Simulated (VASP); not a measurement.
Input of a VASP 6.6.1 run:

Contents of INCAR:

```
ALGO     = Normal         # electronic algorithm
EDIFF    = 1E-8           # SCF threshold, eV
ENCUT    = 400            # plane-wave cutoff, eV
GGA      = PE             # functional
GGA_COMPAT= False        
ISIF     = 2              # what is computed and relaxed
ISMEAR   = -1             # smearing method
LASPH    = True           # aspherical terms in the spheres
LCHARG   = False          # write CHGCAR
LEFG     = True         
LREAL    = False          # projectors in reciprocal space
LWAVE    = False          # write WAVECAR
NBANDS   = 14             # bands
NELM     = 120            # most SCF steps
PREC     = Accurate       # precision mode
SIGMA    = 0.02           # smearing width, eV
```

File KPOINTS:

```
k-points
0
Gamma
  8 8 8
```

Contents of POSCAR:

```
NaCl
1.0
    2.8311091358      0.0000000000      0.0000000000
    0.0000000000      2.8311091358      0.0000000000
    0.0000000000      0.0000000000      2.8311091358
Na Cl
1 1
Direct
    0.0000000000      0.0000000000      0.0000000000
    0.5000000000      0.5000000000      0.5000000000
```

Potentials or basis: VASP PAW PBE potentials, release 64 (Na_pv, Cl).

The run is started by

```console
$ cat potpaw_PBE.64/Na_pv/POTCAR potpaw_PBE.64/Cl/POTCAR > POTCAR
$ mpirun -np 1 vasp_std > vasp.out
```

Question: Estimate the band gap on the k mesh.

Answer: 4.29 eV.

Question: What does it give for the pressure?

Answer: 73.1 GPa.

Caveat: the cell stands under pressure. A k mesh can miss the band edges.
